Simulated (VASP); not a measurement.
# GaSb (Pm-3m) in VASP: settings compared

Aim: see how the results for GaSb move with the level of theory and the settings. Levels: PBE, r2SCAN. Tasks: single point, relaxation of cell and atoms.

Program: VASP 6.6.1. These are calculated values, not measurements. Logs are shortened: lines on timing, memory, paths and dates and some standing lists are left out, and cuts for length are marked.

## (1) The cell of the first run

Symmetry: Pm-3m, No. 221, cubic system. Conventional cell: a = 3.582 Å, b = 3.582 Å, c = 3.582 Å, α = 90.00°, β = 90.00°, γ = 90.00°. Ga (site symmetry m-3m) has 8 Sb at 3.10 Å and 6 Ga at 3.58 Å within 4.1 Å. Sb (site symmetry m-3m) has 8 Ga at 3.10 Å and 6 Sb at 3.58 Å within 4.1 Å.

## (2) Single point, PBE

INCAR

```
SYSTEM = GaSb
PREC = Accurate ; ENCUT = 520
EDIFF = 1E-6 ; ISMEAR = -1
SIGMA = 0.02 ; LREAL = .False.
LASPH = .True. ; NELM = 80
ALGO = Normal ; ISIF = 2
LWAVE = .False. ; LCHARG = .False.
GGA = PE ; NBANDS = 16
```

KPOINTS

```
regular mesh
0
Gamma
  8 8 8
  0 0 0
```

POSCAR

```
GaSb
1.0
    3.5818184820      0.0000000000      0.0000000000
    0.0000000000      3.5818184820      0.0000000000
    0.0000000000      0.0000000000      3.5818184820
Ga Sb
1 1
Direct
    0.0000000000      0.0000000000      0.0000000000
    0.5000000000      0.5000000000      0.5000000000
```

Potentials or basis: VASP PAW PBE potentials, release 64 (Ga_d, Sb).

Launch:

```console
> cat potpaw_PBE.64/Ga_d/POTCAR potpaw_PBE.64/Sb/POTCAR > POTCAR
> mpirun -np 1 vasp_std > vasp.out
```

OUTCAR:

```text
SYSTEM = GaSb
   PREC = Accurate
   ENCUT = 520
   EDIFF = 1E-6
   ISMEAR = -1
   LREAL = .False.
   LASPH = .True.
   NELM = 80
   ISIF = 2
   GGA = PE

 ion  position               nearest neighbor table
   1  0.000  0.000  0.000-   2 3.10   2 3.10   2 3.10   2 3.10   2 3.10   2 3.10   2 3.10   2 3.10

   2  0.500  0.500  0.500-   1 3.10   1 3.10   1 3.10   1 3.10   1 3.10   1 3.10   1 3.10   1 3.10

  LATTYP: Found a simple cubic cell.
 ALAT       =     3.5818184820

  Lattice vectors:

 A1 = (   3.5818184820,   0.0000000000,   0.0000000000)
 A2 = (   0.0000000000,   3.5818184820,   0.0000000000)
 A3 = (   0.0000000000,   0.0000000000,   3.5818184820)

Analysis of symmetry for initial positions (statically):
=====================================================================
 Subroutine PRICEL returns:
 Original cell was already a primitive cell.

 Routine SETGRP: Setting up the symmetry group for a
 simple cubic supercell.

 Subroutine GETGRP returns: Found 48 space group operations
 (whereof 48 operations were pure point group operations)
 out of a pool of 48 trial point group operations.

The static configuration has the point symmetry O_h .

Analysis of symmetry for dynamics (positions and initial velocities):
=====================================================================
 Subroutine PRICEL returns:
 Original cell was already a primitive cell.

 Routine SETGRP: Setting up the symmetry group for a
 simple cubic supercell.

 Subroutine GETGRP returns: Found 48 space group operations
 (whereof 48 operations were pure point group operations)
 out of a pool of 48 trial point group operations.

The dynamic configuration has the point symmetry O_h .

 Subroutine INISYM returns: Found 48 space group operations
 (whereof 48 operations are pure point group operations),
 and found     1 'primitive' translations

----------------------------------------------------------------------------------------

                                     Primitive cell

  volume of cell :      45.9527

  direct lattice vectors                    reciprocal lattice vectors
     3.581818482  0.000000000  0.000000000     0.279187794  0.000000000  0.000000000
     0.000000000  3.581818482  0.000000000     0.000000000  0.279187794  0.000000000
     0.000000000  0.000000000  3.581818482     0.000000000  0.000000000  0.279187794

  length of vectors
     3.581818482  3.581818482  3.581818482     0.279187794  0.279187794  0.279187794

[... 74 lines left out ...]
   ISPIN  =      1    spin polarized calculation?
   LNONCOLLINEAR =      F non collinear calculations
   LSORBIT =      F    spin-orbit coupling
   LASPH  =      T    aspherical Exc in radial PAW
   ENCUT  =  520.0 eV  38.22 Ry    6.18 a.u.   6.66  6.66  6.66*2*pi/ulx,y,z
   NELM   =     80;   NELMIN=  2; NELMDL= -5     # of ELM steps
   EDIFF  = 0.1E-05   stopping-criterion for ELM
   LREAL  =      F    real-space projection
   EDIFFG = 0.1E-04   stopping-criterion for IOM
   NSW    =      0    number of steps for IOM
   IBRION =     -1    ionic relax: 0-MD 1-quasi-New 2-CG
   NFREE  =      0    steps in history (QN), initial steepest desc. (CG)
   ISIF   =      2    stress and relaxation
   ISYM   =      2    0-nonsym 1-usesym 2-fastsym
   POTIM  = 0.5000    time-step for ionic-motion
   TEBEG  =    0.0;   TEEND  =   0.0 temperature during run
   PSTRESS=    0.0 pullay stress
   NELECT =      18.0000    total number of electrons
   NUPDOWN=      -1.0000    fix difference up-down
   EMIN   =  10.00;   EMAX   =-10.00  energy-range for DOS
   EFERMI =   0.00;   METHOD = LEGACY
   ISMEAR =    -1;   SIGMA  =   0.02  broadening in eV -4-tet -1-fermi 0-gaus
   EFERMI_NEDOS =   21; number of points for ismear=-14 and -15
   IALGO  =     38    algorithm
   IMIX   =      4    mixing-type and parameters
     AMIX     =   0.40;   BMIX     =  1.00
     AMIX_MAG =   1.60;   BMIX_MAG =  1.00
  volume/ion in A,a.u.               =      22.98       155.05
  Fermi-wavevector in a.u.,A,eV,Ry     =   1.197831  2.263572 19.521616  1.434798
  Thomas-Fermi vector in A             =   2.333735
   LORBIT       =      0    0 simple, 1 ext, 2 COOP (PROOUT), +10 PAW based schemes
   GGA     = PE    functional components
   LHFCALC =     F    Hartree Fock is set to
   AEXX    =    0.0000 exact exchange contribution
   IVDW    =     0    specifies the selected vdW correction
   LEPSILON=     F    determine dielectric tensor
   LRPA    =     F    only Hartree local field effects (RPA)
 non-spin polarized calculation
  energy-cutoff  :      520.00
  volume of cell :       45.95
 maximum number of plane-waves:      1258
 NGX is ok and might be reduce to    28
   NGX = 13   NGY = 13   NGZ = 13

 number of electron      18.0000008 magnetization

 Free energy of the ion-electron system (eV)
  ---------------------------------------------------
  ext. energy  EPLUGINS =         0.00000000
  ---------------------------------------------------
  free energy    TOTEN  =        -6.76083509 eV

  energy without entropy =       -6.75730017  energy(sigma->0) =       -6.75906763

 E-fermi :   7.1096     XC(G=0): -10.5345

 val. band max:        7.1060148970   @ k =   0.1250   0.0000   0.0000
 cond. band min:       7.1191020795   @ k =   0.3750   0.1250   0.1250
 fundamental gap:      0.0130871825
 Fermi energy:         7.1096000245

 k-point     1 :       0.0000    0.0000    0.0000
  band No.  band energies     occupation
      1      -7.6145      2.00000
      2      -7.6145      2.00000
      3      -7.5631      2.00000
      4      -7.5631      2.00000
      5      -7.5631      2.00000
      6      -5.0182      2.00000
[... 433 lines left out ...]
      3      -7.5833      2.00000
      4      -7.5788      2.00000
      5      -7.5343      2.00000
      6      -1.4942      2.00000
[... 8 lines left out ...]
     15      16.9465      0.00000
     16      18.6023      0.00000

 [... further k-points ...]
[... 5 lines left out ...]
  --------------------------------------------------------------------------------------
  -------------------------------------------------------------------------------------
  Total        0.5357036      0.5357036      0.5357036      0.0000000      0.0000000     -0.0000000
  in kB       18.6777459     18.6777459     18.6777459      0.0000000      0.0000000     -0.0000000
  external PRESSURE =      18.6777459 kB  Pullay stress =       0.0000000 kB

 VOLUME and BASIS-vectors are now :
 -----------------------------------------------------------------------------
  energy-cutoff  :      520.00
  volume of cell :       45.95
      direct lattice vectors                 reciprocal lattice vectors
     3.581818482  0.000000000  0.000000000     0.279187794  0.000000000  0.000000000
     0.000000000  3.581818482  0.000000000     0.000000000  0.279187794  0.000000000
     0.000000000  0.000000000  3.581818482     0.000000000  0.000000000  0.279187794

 POSITION                                       TOTAL-FORCE (eV/Angst)
 -----------------------------------------------------------------------------------
      0.00000      0.00000      0.00000         0.000000      0.000000      0.000000
      1.79091      1.79091      1.79091         0.000000      0.000000      0.000000
 -----------------------------------------------------------------------------------
    total drift:                               -0.000000     -0.000000     -0.000000

  FREE ENERGIE OF THE ION-ELECTRON SYSTEM (eV)
  ---------------------------------------------------
  free  energy   TOTEN  =        -6.7608350943 eV

  energy  without entropy=       -6.7573001678  energy(sigma->0) =       -6.75906763
```

stdout:

```text
POSCAR found type information on POSCAR GaSb
 POSCAR found :  2 types and       2 ions
 scaLAPACK will be used
 LDA part: xc-table for (Slater+PW92), standard interpolation
 POSCAR, INCAR and KPOINTS ok, starting setup
 FFT: planning ... GRIDC
 FFT: planning ... GRID_SOFT
 FFT: planning ... GRID
 WAVECAR not read
 entering main loop
```

Run time: 26 s. Hardware: 1 thread of Intel Xeon 6975P-C, shared host; peak memory 0.17 GiB.

Results:

```
Free energy            : -6.7608 eV
Pressure               : 1.9 GPa
Band gap on the k mesh : zero (band 9 reaches 8.93 eV, above the bottom of band 10 at 4.78 eV)
```

Levels at points of the mesh, in eV from the Fermi level:
```csv
k point,band 6,band 7,band 8,band 9,band 10,band 11,band 12,band 13
"(0.00, 0.00, 0.00)",-12.13,-1.93,-0.45,-0.45,-0.45,4.18,4.18,8.90
"(0.50, 0.00, 0.00)",-10.09,-7.85,1.82,1.82,2.50,2.94,3.82,3.82
"(0.50, 0.50, 0.00)",-8.34,-4.96,-4.76,-4.76,2.96,5.33,6.31,6.31
"(0.50, 0.50, 0.50)",-7.09,-3.22,-2.32,-2.32,-2.32,-0.58,-0.58,-0.58
```

Caveat: spin-orbit coupling is left out, which moves the levels of the heavy elements.

## (3) Single point, PBE

This run uses another cell than the first one, of 23.82 Å³/atom, 1.037 times its volume.

INCAR

```
  PREC = Accurate
  ENCUT = 520
  EDIFF = 1E-7
  ISMEAR = -1
  SIGMA = 0.02
  LREAL = False
  LASPH = True
  NELM = 60
  ALGO = Normal
  ISIF = 2
  LWAVE = False
  LCHARG = True
  GGA = PE
  LELF = True
  LVHAR = True
  NBANDS = 16
```

KPOINTS

```
Automatic mesh
0
Gamma
  8 8 8
```

POSCAR

```
GaSb
1.0
    3.6251440814      0.0000000000      0.0000000000
    0.0000000000      3.6251440814      0.0000000000
    0.0000000000      0.0000000000      3.6251440814
Ga Sb
1 1
Direct
    0.0000000000      0.0000000000      0.0000000000
    0.5000000000      0.5000000000      0.5000000000
```

Potentials or basis: VASP PAW PBE potentials, release 64 (Ga_d, Sb).

Launch:

```console
> cat potpaw_PBE.64/Ga_d/POTCAR potpaw_PBE.64/Sb/POTCAR > POTCAR
> mpirun -np 1 vasp_std > vasp.out
```

Run time: 32 s. Hardware: 1 thread of Intel Xeon 6975P-C, shared host; peak memory 0.17 GiB.

The run converged. Its results:

```
Free energy            : -6.7705 eV
Pressure               : 0.0 GPa
Band gap on the k mesh : zero (band 9 reaches 8.44 eV, above the bottom of band 10 at 4.47 eV)
```

Levels at points of the mesh, in eV from the Fermi level:
```tsv
k point	band 7	band 8	band 9	band 10	band 11	band 12
(0.00, 0.00, 0.00)	-2.13	-0.41	-0.41	-0.41	4.21	4.21
(0.50, 0.00, 0.00)	-7.63	1.74	1.74	2.32	2.79	3.78
(0.50, 0.50, 0.00)	-4.88	-4.56	-4.56	2.81	5.23	6.17
(0.50, 0.50, 0.50)	-3.24	-2.23	-2.23	-2.23	-0.47	-0.47
```

Caveat: spin-orbit coupling is left out, which moves the levels of the heavy elements.

## (4) Single point, r2SCAN

POSCAR

```
GaSb
1.0
    3.5818184820      0.0000000000      0.0000000000
    0.0000000000      3.5818184820      0.0000000000
    0.0000000000      0.0000000000      3.5818184820
Ga Sb
1 1
Direct
    0.0000000000      0.0000000000      0.0000000000
    0.5000000000      0.5000000000      0.5000000000
```

INCAR.step1

```
  PREC = Accurate
  ENCUT = 520
  ISMEAR = -1
  SIGMA = 0.02
  LREAL = F
  LASPH = T
  NELM = 80
  NBANDS = 16
  GGA = PE
  ALGO = Normal
  EDIFF = 1E-4
  LWAVE = T
  LCHARG = F
```

INCAR.step2

```
  PREC = Accurate
  ENCUT = 520
  EDIFF = 1E-6
  ISMEAR = -1
  SIGMA = 0.02
  LREAL = F
  LASPH = T
  NELM = 80
  ALGO = Normal
  ISIF = 2
  LWAVE = F
  LCHARG = T
  METAGGA = R2SCAN
  LMIXTAU = T
  LELF = T
  LVHAR = T
  NBANDS = 16
  ISTART = 1
```

KPOINTS is that of step 3.

Launch:

```console
> cat potpaw_PBE.64/Ga_d/POTCAR potpaw_PBE.64/Sb/POTCAR > POTCAR
> cp INCAR.step1 INCAR
> mpirun -np 1 vasp_std > vasp.out
> cp INCAR.step2 INCAR
> mpirun -np 1 vasp_std > vasp.out
```

Wall time 2.5 min (1 thread of Intel Xeon 6975P-C, shared host); peak memory 0.18 GiB.

It converged, with:

| Property | Result |
| --- | --- |
| Free energy | -36.5847 eV |
| Pressure | 0.3 GPa |
| Band gap on the k mesh | zero (band 9 reaches 8.89 eV, above the bottom of band 10 at 4.53 eV) |

Levels at points of the mesh, in eV from the Fermi level:
| k point | band 7 | band 8 | band 9 | band 10 | band 11 | band 12 |
| --- | --- | --- | --- | --- | --- | --- |
| (0.00, 0.00, 0.00) | -1.77 | -0.55 | -0.55 | -0.55 | 4.56 | 4.56 |
| (0.50, 0.00, 0.00) | -8.24 | 1.87 | 1.87 | 2.74 | 3.34 | 3.93 |
| (0.50, 0.50, 0.00) | -5.15 | -5.03 | -5.03 | 3.09 | 5.52 | 6.77 |
| (0.50, 0.50, 0.50) | -3.33 | -2.49 | -2.49 | -2.49 | -0.55 | -0.55 |

Caveat: the PAW data sets were made with another functional, which shifts forces and pressure a little; spin-orbit coupling is left out, which moves the levels of the heavy elements.

(Continued in part 2 of 2.)
